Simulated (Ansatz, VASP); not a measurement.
# Two plane-wave programs on GaAs

```xyz
8
Lattice="4.0626 0.0000 0.0000 -2.0313 3.5183 0.0000 0.0000 0.0000 25.7806" Properties=species:S:1:pos:R:3 pbc="T T T"
As    0.0000    0.0000    7.3905
As    0.0000    2.3455   10.8275
As    2.0313    1.1728   14.1839
As    0.0000    0.0000   17.5726
Ga    0.0000    2.3455    8.2405
Ga    2.0313    1.1728   11.6156
Ga    0.0000    0.0000   14.9719
Ga    0.0000    2.3455   18.3197
```

Alike in both runs: functional PBE; k mesh 9 × 9 × 1; occupations gaussian, width 0.05 eV; no spin polarisation.

Ansatz relaxed the structure, and its values are those at the end. VASP's run is a single point on that final structure, the one shown.

|  | VASP | Ansatz |
| --- | --- | --- |
| version | VASP 6.6.1 | Ansatz 0.2.0 |
| potentials or method | VASP PAW PBE potentials, release 64 (As, Ga_d), cutoff 520 eV | scalar-relativistic, plane waves, PAW |
| valence electrons in the cell | 72 | 112 |

```tsv
	VASP	Ansatz	Ansatz less VASP
gap on the k mesh at the Fermi level (eV)	none	none	-
rms of the force components (eV/Å)	0.006	0.003	-0.0033
```

A gap of «none» marks a metal or a gap that the smearing closes. VASP's potentials hold 72 valence electrons a cell and Ansatz's 112, so a difference there can come from the potentials and not from the codes. Ansatz's warnings: xc potential rough in thin density.
